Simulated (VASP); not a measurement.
**MgO: single point with PBEsol**

The system is MgO.

```xyz
4
Lattice="3.5530 0.0000 0.0000 -1.7765 3.0770 0.0000 0.0000 0.0000 4.4044" Properties=species:S:1:pos:R:3 pbc="T T T"
Mg    1.7765    1.0257    3.3033
Mg    0.0000    2.0513    1.1011
O     1.7765    1.0257    1.1011
O     0.0000    2.0513    3.3033
```

* Program: VASP 6.6.1
* Task: single point
* Functional: PBEsol
* Potentials or basis: VASP PAW PBE potentials, release 64 (Mg, O)
* Cutoff: 520 eV
* k mesh: 9 × 9 × 6
* Occupations: gaussian, width 0.05 eV
* Spin: no spin polarisation
* Dipole correction: no
* Further INCAR settings: ALGO = Normal; EDIFF = 1e-06; NBANDS = 16

```
Pressure               : -9.4 GPa
Band gap on the k mesh : 2.82 eV, direct
```

Stress tensor (GPa, compression positive):
```
 -8.18   0.00   0.00
  0.00  -8.18   0.00
  0.00   0.00 -11.93
```

Levels at points of the mesh, in eV from the valence-band top:
| k point | band 6 | band 7 | band 8 | band 9 | band 10 | band 11 |
| --- | --- | --- | --- | --- | --- | --- |
| (0.00, 0.00, 0.00) | -0.79 | -0.79 | 0.00 | 2.82 | 8.52 | 11.06 |
| (0.00, 0.00, 0.50) | -1.20 | -1.20 | -1.20 | 5.79 | 5.79 | 12.34 |

Run time: 61 s on 1 thread of Intel Xeon 8259CL (shared host), peak memory 0.19 GiB.

Caveat: the PAW data sets were made with another functional, which shifts forces and pressure a little. Expect the measured gap to be larger: semilocal functionals such as PBEsol lack the derivative discontinuity.
